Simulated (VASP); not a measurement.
# Zr2Br3Cl (Cmmm) in VASP: a series of runs

Zr2Br3Cl is run at these levels: PBE; tasks: single point.

All numbers are computed with VASP 6.6.1; they aren't measurements. Logs are shortened: lines on timing, memory, paths and dates and some standing lists are left out, and cuts for length are marked.

### 1 The cell of the first run

It takes space group Cmmm (No. 65, orthorhombic). The conventional cell has a = 5.990 Å, b = 10.970 Å, c = 4.674 Å, α = 90.00°, β = 90.00°, γ = 90.00°. Within 3.7 Å of Zr (site symmetry 2/m) lie 6 Br at 2.84 to 3.12 Å and 2 Zr at 3.00 Å. Br (site symmetry m2m) has 4 Zr at 2.84 Å and 4 Br at 3.17 to 3.23 Å and 3 Cl at 3.35 to 3.68 Å within 3.7 Å. Within 4.1 Å of Br (site symmetry mmm) lie 4 Zr at 3.12 Å and 4 Br at 3.17 Å and 4 Cl at 3.80 Å. Within 4.4 Å of Cl (site symmetry mmm) lie 10 Br at 3.35 to 3.80 Å and 8 Zr at 3.90 Å.

The cell was generated, and may not be a known phase.

### 2 Single point, PBE

The input, INCAR:

```
ALGO = Normal ; EDIFF = 1E-7
ENCUT = 520 ; GGA = PE
ISIF = 2 ; ISMEAR = 0
LASPH = T ; LCHARG = T
LELF = T ; LREAL = F
LVHAR = T ; LWAVE = F
NBANDS = 35 ; NELM = 60
PREC = Accurate ; SIGMA = 0.1
```

The input, KPOINTS:

```
k-points
0
Gamma
  4 4 4
```

The input, POSCAR:

```
Zr2Br3Cl
1.0
    2.9951962701     -5.4849281711      0.0000000000
    2.9951962701      5.4849281711      0.0000000000
    0.0000000000      0.0000000000      4.6743190398
Zr Br Cl
2 3 1
Direct
    0.5000000000      0.0000000000      0.5000000000
    0.0000000000      0.5000000000      0.5000000000
    0.6948866822      0.3051133178      0.0000000000
    0.3051133178      0.6948866822      0.0000000000
    0.5000000000      0.5000000000      0.5000000000
    0.0000000000      0.0000000000      0.0000000000
```

Potentials or basis: VASP PAW PBE potentials, release 64 (Zr_sv, Br, Cl).

On the command line:

```console
> cat potpaw_PBE.64/Zr_sv/POTCAR potpaw_PBE.64/Br/POTCAR potpaw_PBE.64/Cl/POTCAR > POTCAR
> mpirun -np 1 vasp_std > vasp.out
```

OUTCAR:

```text
EDIFF = 1E-7
   ENCUT = 520
   GGA = PE
   ISIF = 2
   ISMEAR = 0
   LASPH = T
   LREAL = F
   NELM = 60
   PREC = Accurate

 ion  position               nearest neighbor table
   1  0.500  0.000  0.500-   3 2.84   4 2.84   3 2.84   4 2.84   2 3.00   2 3.00   5 3.12   5 3.12

   2  0.000  0.500  0.500-   3 2.84   4 2.84   3 2.84   4 2.84   1 3.00   1 3.00   5 3.12   5 3.12

   3  0.695  0.305  0.000-   1 2.84   2 2.84   1 2.84   2 2.84
   4  0.305  0.695  0.000-   1 2.84   2 2.84   1 2.84   2 2.84
   5  0.500  0.500  0.500-   1 3.12   2 3.12   1 3.12   2 3.12
   6  0.000  0.000  0.000-

  LATTYP: Found a base centered orthorhombic cell.
 ALAT       =     5.9903925402
 B/A-ratio  =     1.8312416538
 C/A-ratio  =     0.7803026277

  Lattice vectors:

 A1 = (   2.9951962701,  -5.4849281711,   0.0000000000)
 A2 = (   2.9951962701,   5.4849281711,   0.0000000000)
 A3 = (   0.0000000000,   0.0000000000,   4.6743190398)

Analysis of symmetry for initial positions (statically):
=====================================================================
 Subroutine PRICEL returns:
 Original cell was already a primitive cell.

 Routine SETGRP: Setting up the symmetry group for a
 base centered orthorhombic supercell.

 Subroutine GETGRP returns: Found  8 space group operations
 (whereof  8 operations were pure point group operations)
 out of a pool of  8 trial point group operations.

The static configuration has the point symmetry D_2h.

Analysis of symmetry for dynamics (positions and initial velocities):
=====================================================================
 Subroutine PRICEL returns:
 Original cell was already a primitive cell.

 Routine SETGRP: Setting up the symmetry group for a
 base centered orthorhombic supercell.

 Subroutine GETGRP returns: Found  8 space group operations
 (whereof  8 operations were pure point group operations)
 out of a pool of  8 trial point group operations.

The dynamic configuration has the point symmetry D_2h.

 Subroutine INISYM returns: Found  8 space group operations
 (whereof  8 operations are pure point group operations),
 and found     1 'primitive' translations

[... 97 lines left out ...]
   NELM   =     60;   NELMIN=  2; NELMDL= -5     # of ELM steps
   EDIFF  = 0.1E-06   stopping-criterion for ELM
   LREAL  =      F    real-space projection
   EDIFFG = 0.1E-05   stopping-criterion for IOM
   NSW    =      0    number of steps for IOM
   IBRION =     -1    ionic relax: 0-MD 1-quasi-New 2-CG
   NFREE  =      0    steps in history (QN), initial steepest desc. (CG)
   ISIF   =      2    stress and relaxation
   ISYM   =      2    0-nonsym 1-usesym 2-fastsym
   POTIM  = 0.5000    time-step for ionic-motion
   TEBEG  =    0.0;   TEEND  =   0.0 temperature during run
   PSTRESS=    0.0 pullay stress
   NELECT =      52.0000    total number of electrons
   NUPDOWN=      -1.0000    fix difference up-down
   EMIN   =  10.00;   EMAX   =-10.00  energy-range for DOS
   EFERMI =   0.00;   METHOD = LEGACY
   ISMEAR =     0;   SIGMA  =   0.10  broadening in eV -4-tet -1-fermi 0-gaus
   EFERMI_NEDOS =   21; number of points for ismear=-14 and -15
   IALGO  =     38    algorithm
   IMIX   =      4    mixing-type and parameters
     AMIX     =   0.40;   BMIX     =  1.00
     AMIX_MAG =   1.60;   BMIX_MAG =  1.00
  volume/ion in A,a.u.               =      25.60       172.74
  Fermi-wavevector in a.u.,A,eV,Ry     =   1.141023  2.156221 17.713882  1.301934
  Thomas-Fermi vector in A             =   2.277724
   LORBIT       =      0    0 simple, 1 ext, 2 COOP (PROOUT), +10 PAW based schemes
   GGA     = PE    functional components
   LHFCALC =     F    Hartree Fock is set to
   AEXX    =    0.0000 exact exchange contribution
   IVDW    =     0    specifies the selected vdW correction
   LEPSILON=     F    determine dielectric tensor
   LRPA    =     F    only Hartree local field effects (RPA)
 non-spin polarized calculation
 Gauss-broadening in eV      SIGMA  =   0.10
  energy-cutoff  :      520.00
  volume of cell :      153.58
 maximum number of plane-waves:      4170
 NGX is ok and might be reduce to    48
   NGX = 23   NGY = 23   NGZ = 17

 number of electron      52.0000002 magnetization

 Free energy of the ion-electron system (eV)
  ---------------------------------------------------
  ext. energy  EPLUGINS =         0.00000000
  ---------------------------------------------------
  free energy    TOTEN  =       -26.41805500 eV

  energy without entropy =      -26.39392835  energy(sigma->0) =      -26.40599167

 E-fermi :   5.3596     XC(G=0):  -9.4761

 val. band max:        5.3569046041   @ k =   0.5000   0.0000   0.5000
 cond. band min:       5.3838751588   @ k =   0.5000   0.5000   0.5000
 fundamental gap:      0.0269705547
 Fermi energy:         5.3595711399

 k-point     1 :       0.0000    0.0000    0.0000
  band No.  band energies     occupation
      1     -45.0188      2.00000
      2     -44.9222      2.00000
      3     -23.2478      2.00000
      4     -23.2096      2.00000
      5     -23.1263      2.00000
      6     -23.1060      2.00000
[... 787 lines left out ...]
     34       8.4704      0.00000
     35       9.0330      0.00000

------------------------ aborting loop because EDIFF is reached ----------------------------------------

  FORCE on cell =-STRESS in cart. coord.  units (eV):
  Direction    XX          YY          ZZ          XY          YZ          ZX
  --------------------------------------------------------------------------------------
  -------------------------------------------------------------------------------------
  Total        0.0986026      0.1935498      0.1449895      0.0000000      0.0000000      0.0000000
  in kB        1.0286187      2.0191037      1.5125249      0.0000000      0.0000000      0.0000000
  external PRESSURE =       1.5200824 kB  Pullay stress =       0.0000000 kB

 VOLUME and BASIS-vectors are now :
 -----------------------------------------------------------------------------
  energy-cutoff  :      520.00
  volume of cell :      153.58
      direct lattice vectors                 reciprocal lattice vectors
     2.995196270 -5.484928171  0.000000000     0.166933969 -0.091158897  0.000000000
     2.995196270  5.484928171  0.000000000     0.166933969  0.091158897  0.000000000
     0.000000000  0.000000000  4.674319040     0.000000000  0.000000000  0.213934905

 POSITION                                       TOTAL-FORCE (eV/Angst)
 -----------------------------------------------------------------------------------
      1.49760     -2.74246      2.33716         0.000000      0.000000      0.000000
      1.49760      2.74246      2.33716         0.000000      0.000000      0.000000
      2.99520     -2.13788      0.00000         0.000000     -0.022985      0.000000
      2.99520      2.13788      0.00000         0.000000      0.022985     -0.000000
      2.99520      0.00000      2.33716        -0.000000     -0.000000      0.000000
      0.00000      0.00000      0.00000         0.000000      0.000000      0.000000
 -----------------------------------------------------------------------------------
    total drift:                               -0.000000      0.000000     -0.000000

  FREE ENERGIE OF THE ION-ELECTRON SYSTEM (eV)
  ---------------------------------------------------
  free  energy   TOTEN  =       -26.4180549990 eV

  energy  without entropy=      -26.3939283452  energy(sigma->0) =      -26.40599167
```

OSZICAR:

```text
N       E                     dE             d eps       ncg     rms          rms(c)
DAV:   1     0.434368687005E+03    0.43437E+03   -0.24900E+04  1470   0.135E+03
DAV:   2     0.847874991202E+01   -0.42589E+03   -0.41345E+03  1882   0.338E+02
DAV:   3    -0.265388299138E+02   -0.35018E+02   -0.34507E+02  2156   0.833E+01
DAV:   4    -0.287224350349E+02   -0.21836E+01   -0.21618E+01  2201   0.178E+01
DAV:   5    -0.288344095355E+02   -0.11197E+00   -0.11190E+00  1982   0.296E+00    0.143E+01
DAV:   6    -0.266364964685E+02    0.21979E+01   -0.38047E+00  1737   0.980E+00    0.694E+00
DAV:   7    -0.264367729202E+02    0.19972E+00   -0.13737E+00  2080   0.518E+00    0.291E+00
DAV:   8    -0.264322805319E+02    0.44924E-02   -0.31879E-01  1731   0.244E+00    0.107E+00
DAV:   9    -0.264171510723E+02    0.15129E-01   -0.59412E-02  1746   0.114E+00    0.385E-01
DAV:  10    -0.264179098155E+02   -0.75874E-03   -0.80210E-03  2064   0.361E-01    0.161E-01
DAV:  11    -0.264180252106E+02   -0.11540E-03   -0.85927E-04  1904   0.145E-01    0.557E-02
DAV:  12    -0.264180579372E+02   -0.32727E-04   -0.75990E-05  1850   0.411E-02    0.234E-02
DAV:  13    -0.264180538962E+02    0.40410E-05   -0.29431E-05  1803   0.232E-02    0.650E-03
DAV:  14    -0.264180549402E+02   -0.10440E-05   -0.32014E-06  1917   0.784E-03    0.265E-03
DAV:  15    -0.264180549990E+02   -0.58791E-07   -0.11898E-07  1259   0.151E-03
   1 F= -.26418055E+02 E0= -.26405992E+02  d E =-.241267E-01
```

Run time: 66 s. Hardware: 1 thread of Intel Xeon 6975P-C (Granite Rapids), shared host; peak memory 0.32 GiB.

Results:

```
Free energy            : -26.4181 eV
Pressure               : 0.2 GPa
Largest force          : 0.023 eV/Å
Band gap on the k mesh : zero (bands 26 and 27 overlap by 0.73 eV)
```

Forces on the atoms (eV/Å):
```
Zr   0.000  0.000  0.000
Zr   0.000  0.000  0.000
Br   0.000 -0.023  0.000
Br   0.000  0.023  0.000
Br   0.000  0.000  0.000
Cl   0.000  0.000  0.000
```

### 3 Single point, PBE

This run uses another cell than the first one, of 26.97 Å³/atom.

The input, INCAR:

```
PREC     = Accurate       # precision mode
ENCUT    = 520            # plane-wave cutoff, eV
EDIFF    = 1E-6           # SCF threshold, eV
ISMEAR   = 0              # smearing method
SIGMA    = 0.1            # smearing width, eV
LREAL    = False          # projectors in reciprocal space
LASPH    = True           # aspherical terms in the spheres
NELM     = 80             # most SCF steps
ALGO     = Normal         # electronic algorithm
ISIF     = 2              # what is computed and relaxed
LWAVE    = False          # write WAVECAR
LCHARG   = True           # write CHGCAR
GGA      = PE             # functional
LELF     = True           # ELF
LVHAR    = True         
NBANDS   = 35             # bands
```

The input, KPOINTS:

```
Automatic mesh
0
Gamma
  4 4 4
```

The input, POSCAR:

```
Zr2Br3Cl
1.0
    3.0088781200     -5.4150509800      0.0000000000
    3.0088781200      5.4150509800      0.0000000000
    0.0000000000      0.0000000000      4.9661756600
Zr Br Cl
2 3 1
Direct
    0.5000000000      0.0000000000      0.5000000000
    0.0000000000      0.5000000000      0.5000000000
    0.6779564000      0.3220436000      0.0000000000
    0.3220436000      0.6779564000      0.0000000000
    0.5000000000      0.5000000000      0.5000000000
    0.0000000000      0.0000000000      0.0000000000
```

Potentials or basis: VASP PAW PBE potentials, release 64 (Zr_sv, Br, Cl).

On the command line:

```console
> cat potpaw_PBE.64/Zr_sv/POTCAR potpaw_PBE.64/Br/POTCAR potpaw_PBE.64/Cl/POTCAR > POTCAR
> mpirun -np 1 vasp_std > vasp.out
```

Run time: 79 s. Hardware: 1 thread of Intel Xeon 6975P-C (Granite Rapids), shared host; peak memory 0.34 GiB.

Results (log left out):

| Property | Result |
| --- | --- |
| Free energy | -26.1197 eV |
| Pressure | -3.2 GPa |
| Largest force | 0.670 eV/Å |
| Band gap on the k mesh | zero (bands 26 and 27 overlap by 0.56 eV) |

Forces in eV/Å, atoms in the order of the input:
```
Zr   0.000  0.000  0.000
Zr   0.000  0.000  0.000
Br   0.000 -0.670  0.000
Br   0.000  0.670  0.000
Br   0.000  0.000  0.000
Cl   0.000  0.000  0.000
```

Stress tensor (GPa, compression positive):
```
-3.26  0.00  0.00
 0.00 -1.06  0.00
 0.00  0.00 -5.33
```

Levels at points of the mesh, in eV from the Fermi level:
| k point | band 23 | band 24 | band 25 | band 26 | band 27 | band 28 | band 29 | band 30 |
| --- | --- | --- | --- | --- | --- | --- | --- | --- |
| (0.00, 0.00, 0.00) | -2.15 | -1.57 | -1.50 | -1.28 | -0.53 | 0.26 | 0.29 | 0.43 |
| (0.50, 0.00, 0.00) | -2.25 | -1.81 | -0.27 | 0.04 | 0.30 | 0.37 | 0.38 | 0.46 |
| (0.50, 0.50, 0.00) | -2.01 | -1.91 | -1.80 | -0.21 | 0.22 | 0.44 | 1.56 | 1.92 |
| (0.00, 0.00, 0.50) | -1.89 | -1.73 | -1.62 | -0.67 | -0.37 | 0.28 | 0.51 | 0.55 |
| (0.50, 0.00, 0.50) | -1.92 | -1.57 | -0.06 | 0.04 | 0.05 | 0.37 | 0.51 | 0.72 |
| (0.50, 0.50, 0.50) | -2.13 | -1.92 | -1.89 | -0.62 | 0.17 | 0.27 | 0.32 | 1.16 |

Caveat: the cell stands under tension.

The gap in the log of VASP goes by the Fermi energy; the results here count the filled bands.